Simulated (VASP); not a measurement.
Write the native input for VASP 6.6.1 that does the following.

```yaml
Task: single point
Functional: LDA
Potentials_or_basis: VASP PAW LDA potentials, release 64 (Pt)
Cutoff: 520 eV
k_mesh: 14 × 14 × 14
Occupations: fermi-dirac, width 0.1 eV
Spin: no spin polarisation
Dipole_correction: no
Further_INCAR_settings: ALGO = Normal; EDIFF = 1e-07; NBANDS = 11
```

The structure of Pt lies in POSCAR:

```
Pt
1.0
   -1.5514802714      1.5514802714      1.5514802714
    1.5514802714     -1.5514802714      1.5514802714
    1.5514802714      1.5514802714     -1.5514802714
Pt
1
Direct
    0.0000000000      0.0000000000      0.0000000000
```

The input as run:

INCAR

```
SYSTEM = Pt
PREC = Accurate
ENCUT = 520
EDIFF = 1E-7
ISMEAR = -1
SIGMA = 0.1
LREAL = .FALSE.
LASPH = .TRUE.
NELM = 100
ALGO = Normal
ISIF = 2
LWAVE = .FALSE.
LCHARG = .TRUE.
LELF = .TRUE.
LVHAR = .TRUE.
NBANDS = 11
```

KPOINTS

```
Automatic mesh
0
G
  14 14 14
  0 0 0
```

Potentials or basis: VASP PAW LDA potentials, release 64 (Pt).

Launch:

```sh
$ cat potpaw_LDA.64/Pt/POTCAR > POTCAR
$ mpirun -np 1 vasp_std > vasp.out
```

It gave:

```
Pressure               : 0.7 GPa
Band gap on the k mesh : zero (band 5 reaches 12.24 eV, above the bottom of band 6 at 9.85 eV)
```

Caveat: spin-orbit coupling is left out, which moves the levels of the heavy elements.

Run time: 5.3 s on 1 thread of Intel(R) Xeon(R) 6975P-C (Granite Rapids), on a shared host, peak memory 0.12 GiB.
